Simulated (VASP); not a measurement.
**LaAl3N4: single point with r2SCAN**

Crystal: LaAl3N4.

```
CELL_PARAMETERS angstrom
6.05041 -1.64848 0.88753
6.05041 1.64848 0.88753
-1.91828 0.00000 5.10803
ATOMIC_POSITIONS crystal
Al 0.98039 0.98039 0.29554
Al 0.33906 0.33906 0.03046
Al 0.49700 0.49700 0.77499
N 0.81955 0.81955 0.17055
N 0.04934 0.04934 0.63862
N 0.33821 0.33821 0.69694
N 0.50831 0.50831 0.13930
La 0.71814 0.71814 0.50361
```

```json
{
  "Program": "VASP 6.6.1",
  "Task": "single point",
  "Functional": "r2SCAN",
  "Potentials or basis": "VASP PAW PBE potentials, release 64 (Al, N, La)",
  "Cutoff": "520 eV",
  "k mesh": "8 × 8 × 4",
  "Occupations": "fermi-dirac, width 0.02 eV",
  "Spin": "no spin polarisation"
}
```

```json
{
 "Pressure": "-0.3 GPa",
 "Largest force": "0.029 eV/Å",
 "Band gap on the k mesh": "2.46 eV (least direct gap 3.08 eV)"
}
```

Forces in eV/Å, atoms in the order of the input:
```
Al  -0.004  0.000 -0.015
Al   0.022  0.000  0.019
Al  -0.010  0.000  0.003
N   -0.009  0.000  0.006
N   -0.003  0.000  0.002
N   -0.012  0.000 -0.022
N   -0.003  0.000  0.000
La   0.018  0.000  0.007
```

Levels at points of the mesh, in eV from the valence-band top:
```tsv
k point	band 16	band 17	band 18	band 19	band 20	band 21	band 22	band 23	band 24	band 25
(0.00, 0.00, 0.00)	-1.43	-1.42	-0.90	-0.68	-0.62	2.46	3.08	4.37	4.82	4.88
(0.50, 0.00, 0.00)	-2.25	-1.94	-1.48	-1.05	-0.15	3.57	4.37	4.53	4.61	4.84
(0.50, 0.50, 0.00)	-1.35	-1.18	-1.09	-0.88	-0.87	2.75	3.89	4.19	4.40	4.71
(0.00, 0.00, 0.50)	-1.70	-1.60	-1.02	-0.88	-0.64	2.60	4.09	4.46	4.60	4.77
(0.50, 0.00, 0.50)	-1.65	-1.56	-1.41	-1.29	-0.33	3.43	4.18	4.30	4.44	4.81
(0.50, 0.50, 0.50)	-1.88	-1.63	-1.27	-0.84	-0.69	2.85	4.08	4.43	4.83	4.91
```

Wall time 19 min on 1 thread of Intel(R) Xeon(R) Platinum 8488C (Sapphire Rapids), with other jobs on the host, peak memory 0.52 GiB.

Caveat: the PAW data sets were made with another functional, which shifts forces and pressure a little; spin-orbit coupling is left out, which moves the levels of the heavy elements. A k mesh can miss the band edges.
